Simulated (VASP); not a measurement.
# SiC (F-43m) in VASP: a series of runs

The runs below take SiC through single point, with PBE, LDA.

All numbers are computed with VASP 6.6.1; they aren't measurements. Logs are shortened: lines on timing, memory, paths and dates and some standing lists are left out, and cuts for length are marked.

**1. The cell of the first run**

It takes space group F-43m (No. 216, cubic). Conventional cell: a = 4.356 Å, b = 4.356 Å, c = 4.356 Å, α = 90.00°, β = 90.00°, γ = 90.00°. Within 2.5 Å of Si (site symmetry -43m) lie 4 C at 1.89 Å. Within 2.5 Å of C (site symmetry -43m) lie 4 Si at 1.89 Å.

**2. Single point, PBE**

INCAR

```
SYSTEM = SiC
ALGO = Normal ; EDIFF = 1E-7
ENCUT = 520 ; GGA = PE
ISIF = 2 ; ISMEAR = 0
LASPH = .True. ; LCHARG = .False.
LREAL = .False. ; LWAVE = .False.
NBANDS = 11 ; NELM = 100
PREC = Accurate ; SIGMA = 0.01
```

KPOINTS

```
k-points
0
Gamma
  10 10 10
  0 0 0
```

POSCAR

```
SiC
1.0
    0.0000000000      2.1780523476      2.1780523476
    2.1780523476      0.0000000000      2.1780523476
    2.1780523476      2.1780523476      0.0000000000
Si C
1 1
Direct
    0.0000000000      0.0000000000      0.0000000000
    0.2500000000      0.2500000000      0.2500000000
```

Potentials or basis: VASP PAW PBE potentials, release 64 (Si, C).

The run is started by

```console
$ cat potpaw_PBE.64/Si/POTCAR potpaw_PBE.64/C/POTCAR > POTCAR
$ mpirun -np 1 vasp_std > vasp.out
```

OUTCAR:

```text
SYSTEM = SiC
   EDIFF = 1E-7
   ENCUT = 520
   GGA = PE
   ISIF = 2
   ISMEAR = 0
   LASPH = .True.
   LREAL = .False.
   NELM = 100
   PREC = Accurate

 ion  position               nearest neighbor table
   1  0.000  0.000  0.000-   2 1.89   2 1.89   2 1.89   2 1.89
   2  0.250  0.250  0.250-   1 1.89   1 1.89   1 1.89   1 1.89

  LATTYP: Found a face centered cubic cell.
 ALAT       =     4.3561046952

  Lattice vectors:

 A1 = (   0.0000000000,   2.1780523476,   2.1780523476)
 A2 = (   2.1780523476,   0.0000000000,   2.1780523476)
 A3 = (   2.1780523476,   2.1780523476,   0.0000000000)

Analysis of symmetry for initial positions (statically):
=====================================================================
 Subroutine PRICEL returns:
 Original cell was already a primitive cell.

 Routine SETGRP: Setting up the symmetry group for a
 face centered cubic supercell.

 Subroutine GETGRP returns: Found 24 space group operations
 (whereof 24 operations were pure point group operations)
 out of a pool of 48 trial point group operations.

The static configuration has the point symmetry T_d .

Analysis of symmetry for dynamics (positions and initial velocities):
=====================================================================
 Subroutine PRICEL returns:
 Original cell was already a primitive cell.

 Routine SETGRP: Setting up the symmetry group for a
 face centered cubic supercell.

 Subroutine GETGRP returns: Found 24 space group operations
 (whereof 24 operations were pure point group operations)
 out of a pool of 48 trial point group operations.

The dynamic configuration has the point symmetry T_d .

 Subroutine INISYM returns: Found 24 space group operations
 (whereof 24 operations are pure point group operations),
 and found     1 'primitive' translations

----------------------------------------------------------------------------------------

                                     Primitive cell

  volume of cell :      20.6650

  direct lattice vectors                    reciprocal lattice vectors
     0.000000000  2.178052348  2.178052348    -0.229562894  0.229562894  0.229562894
     2.178052348  0.000000000  2.178052348     0.229562894 -0.229562894  0.229562894
     2.178052348  2.178052348  0.000000000     0.229562894  0.229562894 -0.229562894

  length of vectors
     3.080231170  3.080231170  3.080231170     0.397614596  0.397614596  0.397614596

  position of ions in fractional coordinates (direct lattice)
     0.000000000  0.000000000  0.000000000
     0.250000000  0.250000000  0.250000000

[... 85 lines left out ...]
   TEBEG  =    0.0;   TEEND  =   0.0 temperature during run
   PSTRESS=    0.0 pullay stress
   NELECT =       8.0000    total number of electrons
   NUPDOWN=      -1.0000    fix difference up-down
   EMIN   =  10.00;   EMAX   =-10.00  energy-range for DOS
   EFERMI =   0.00;   METHOD = LEGACY
   ISMEAR =     0;   SIGMA  =   0.01  broadening in eV -4-tet -1-fermi 0-gaus
   EFERMI_NEDOS =   21; number of points for ismear=-14 and -15
   IALGO  =     38    algorithm
   IMIX   =      4    mixing-type and parameters
     AMIX     =   0.40;   BMIX     =  1.00
     AMIX_MAG =   1.60;   BMIX_MAG =  1.00
  volume/ion in A,a.u.               =      10.33        69.73
  Fermi-wavevector in a.u.,A,eV,Ry     =   1.193145  2.254717 19.369182  1.423595
  Thomas-Fermi vector in A             =   2.329166
   LORBIT       =      0    0 simple, 1 ext, 2 COOP (PROOUT), +10 PAW based schemes
   GGA     = PE    functional components
   LHFCALC =     F    Hartree Fock is set to
   AEXX    =    0.0000 exact exchange contribution
   IVDW    =     0    specifies the selected vdW correction
   LEPSILON=     F    determine dielectric tensor
   LRPA    =     F    only Hartree local field effects (RPA)
 non-spin polarized calculation
 Gauss-broadening in eV      SIGMA  =   0.01
  energy-cutoff  :      520.00
  volume of cell :       20.66
 maximum number of plane-waves:       568
   NGX = 11   NGY = 11   NGZ = 11

 number of electron       8.0000001 magnetization

 Free energy of the ion-electron system (eV)
  ---------------------------------------------------
  ext. energy  EPLUGINS =         0.00000000
  ---------------------------------------------------
  free energy    TOTEN  =       -15.05714111 eV

  energy without entropy =      -15.05714111  energy(sigma->0) =      -15.05714111

 E-fermi :   8.1818     XC(G=0): -11.3619

 val. band max:        8.1216041052   @ k =   0.0000   0.0000   0.0000
 cond. band min:       9.4773588794   @ k =   0.5000   0.5000   0.0000
 fundamental gap:      1.3557547741
 Fermi energy:         8.1818052791

 k-point     1 :       0.0000    0.0000    0.0000
  band No.  band energies     occupation
      1      -7.2919      2.00000
      2       8.1216      2.00000
      3       8.1216      2.00000
      4       8.1216      2.00000
      5      14.3709      0.00000
      6      15.4381      0.00000
      7      15.4381      0.00000
      8      15.4381      0.00000
      9      22.6358      0.00000
     10      22.6358      0.00000
     11      24.6227      0.00000
[... 309 lines left out ...]
 k-point    24 :       0.4000    0.3000    0.0000
  band No.  band energies     occupation
      1      -4.1474      2.00000
      2       2.5402      2.00000
      3       4.9679      2.00000
      4       5.4951      2.00000
      5      10.9924      0.00000
      6      13.7517      0.00000
      7      19.7579      0.00000
      8      20.0664      0.00000
      9      21.9060      0.00000
     10      26.2108      0.00000
     11      29.4019      0.00000

 [... further k-points ...]

------------------------ aborting loop because EDIFF is reached ----------------------------------------

  FORCE on cell =-STRESS in cart. coord.  units (eV):
  Direction    XX          YY          ZZ          XY          YZ          ZX
  --------------------------------------------------------------------------------------
  -------------------------------------------------------------------------------------
  Total        0.4521817      0.4521817      0.4521817      0.0000000     -0.0000000     -0.0000000
  in kB       35.0581166     35.0581166     35.0581166      0.0000000     -0.0000000     -0.0000000
  external PRESSURE =      35.0581166 kB  Pullay stress =       0.0000000 kB

 VOLUME and BASIS-vectors are now :
 -----------------------------------------------------------------------------
  energy-cutoff  :      520.00
  volume of cell :       20.66
      direct lattice vectors                 reciprocal lattice vectors
     0.000000000  2.178052348  2.178052348    -0.229562894  0.229562894  0.229562894
     2.178052348  0.000000000  2.178052348     0.229562894 -0.229562894  0.229562894
     2.178052348  2.178052348  0.000000000     0.229562894  0.229562894 -0.229562894

 POSITION                                       TOTAL-FORCE (eV/Angst)
 -----------------------------------------------------------------------------------
      0.00000      0.00000      0.00000        -0.000000      0.000000      0.000000
      1.08903      1.08903      1.08903         0.000000     -0.000000     -0.000000
 -----------------------------------------------------------------------------------
    total drift:                                0.000000      0.000000      0.000000

  FREE ENERGIE OF THE ION-ELECTRON SYSTEM (eV)
  ---------------------------------------------------
  free  energy   TOTEN  =       -15.0571411149 eV

  energy  without entropy=      -15.0571411149  energy(sigma->0) =      -15.05714111
```

OSZICAR:

```text
N       E                     dE             d eps       ncg     rms          rms(c)
DAV:   1     0.285033619742E+01    0.28503E+01   -0.41119E+03  1082   0.623E+02
DAV:   2    -0.163748862886E+02   -0.19225E+02   -0.18505E+02  1339   0.109E+02
DAV:   3    -0.169137514067E+02   -0.53887E+00   -0.53807E+00  1280   0.151E+01
DAV:   4    -0.169157626701E+02   -0.20113E-02   -0.20112E-02  1177   0.119E+00
DAV:   5    -0.169157717008E+02   -0.90307E-05   -0.90306E-05  1290   0.740E-02    0.882E+00
DAV:   6    -0.151144827972E+02    0.18013E+01   -0.64948E+00  1151   0.114E+01    0.392E+00
DAV:   7    -0.150646753006E+02    0.49807E-01   -0.38820E-01  1229   0.356E+00    0.179E+00
DAV:   8    -0.150569308931E+02    0.77444E-02   -0.20448E-02  1175   0.950E-01    0.172E-01
DAV:   9    -0.150570279187E+02   -0.97026E-04   -0.16650E-03  1255   0.232E-01    0.113E-01
DAV:  10    -0.150571384394E+02   -0.11052E-03   -0.24123E-04  1175   0.943E-02    0.266E-02
DAV:  11    -0.150571406768E+02   -0.22374E-05   -0.42981E-05  1232   0.341E-02    0.704E-03
DAV:  12    -0.150571410866E+02   -0.40978E-06   -0.20213E-06  1181   0.845E-03    0.114E-03
DAV:  13    -0.150571411149E+02   -0.28316E-07   -0.98512E-08  1098   0.213E-03
   1 F= -.15057141E+02 E0= -.15057141E+02  d E =-.308129E-20
```

Run time: 12 s. Hardware: 1 thread of Intel Xeon 8259CL, shared host; peak memory 0.14 GiB.

Results:

```
Free energy            : -15.0571 eV
Pressure               : 3.5 GPa
Band gap on the k mesh : 1.36 eV (least direct gap 4.54 eV)
```

Caveat: the cell stands under pressure. A k mesh can miss the band edges.

**3. Single point, LDA**

INCAR

```
  PREC = Accurate
  ENCUT = 520
  EDIFF = 1E-6
  ISMEAR = 0
  SIGMA = 0.01
  LREAL = F
  LASPH = T
  NELM = 60
  ALGO = Normal
  ISIF = 2
  LWAVE = F
  LCHARG = F
  GGA = CA
  NBANDS = 11
```

KPOINTS

```
regular mesh
0
Gamma
  10 10 10
```

POSCAR is that of step 2.

Potentials or basis: VASP PAW LDA potentials, release 64 (Si, C).

The run is started by

```console
$ cat potpaw_LDA.64/Si/POTCAR potpaw_LDA.64/C/POTCAR > POTCAR
$ mpirun -np 1 vasp_std > vasp.out
```

Wall time 9.9 s (1 thread of Intel Xeon 8259CL, shared host); peak memory 0.12 GiB.

Results (log left out):

```yaml
Free_energy: -16.6386 eV
Pressure: -3.7 GPa
Band_gap_on_the_k_mesh: 1.30 eV (least direct gap 4.50 eV)
```

Levels at points of the mesh, in eV from the valence-band top:
| k point | band 2 | band 3 | band 4 | band 5 | band 6 | band 7 |
| --- | --- | --- | --- | --- | --- | --- |
| (0.00, 0.00, 0.00) | 0.00 | 0.00 | 0.00 | 6.31 | 7.20 | 7.20 |
| (0.50, 0.00, 0.00) | -8.56 | -1.05 | -1.05 | 5.40 | 7.13 | 7.13 |
| (0.50, 0.50, 0.00) | -7.82 | -3.20 | -3.20 | 1.30 | 4.19 | 13.84 |

Caveat: the cell stands under tension. A k mesh can miss the band edges.

**4. Single point, PBE**

INCAR

```
PREC     = Accurate       # precision mode
ENCUT    = 520            # plane-wave cutoff, eV
EDIFF    = 1E-6           # SCF threshold, eV
ISMEAR   = 0              # smearing method
SIGMA    = 0.01           # smearing width, eV
LREAL    = False          # projectors in reciprocal space
LASPH    = True           # aspherical terms in the spheres
NELM     = 60             # most SCF steps
ALGO     = Normal         # electronic algorithm
ISIF     = 2              # what is computed and relaxed
LWAVE    = False          # write WAVECAR
LCHARG   = True           # write CHGCAR
GGA      = PE             # functional
LELF     = True           # ELF
LVHAR    = True         
NBANDS   = 11             # bands
```

KPOINTS

```
Automatic mesh
0
Gamma
  10 10 10
```

POSCAR is that of step 3.

Potentials or basis: VASP PAW PBE potentials, release 64 (Si, C).

The run is started by

```console
$ cat potpaw_PBE.64/Si/POTCAR potpaw_PBE.64/C/POTCAR > POTCAR
$ mpirun -np 1 vasp_std > vasp.out
```

Wall time 14 s (1 thread of Intel Xeon 8259CL, shared host); peak memory 0.14 GiB.

The run converged. Its results:

* Free energy: -15.0571 eV
* Pressure: 3.5 GPa
* Band gap on the k mesh: 1.36 eV (least direct gap 4.54 eV)

Levels at points of the mesh, in eV from the valence-band top:
```
           k point  band 1  band 2  band 3  band 4  band 5  band 6  band 7  band 8  band 9
(0.00, 0.00, 0.00)  -15.41    0.00    0.00    0.00    6.25    7.32    7.32    7.32   14.51
(0.50, 0.00, 0.00)  -11.84   -8.54   -1.05   -1.05    5.45    7.23    7.23   10.06   16.21
(0.50, 0.50, 0.00)  -10.39   -7.80   -3.19   -3.19    1.36    4.33   14.05   14.05   14.80
```

Caveat: the cell stands under pressure. A k mesh can miss the band edges.
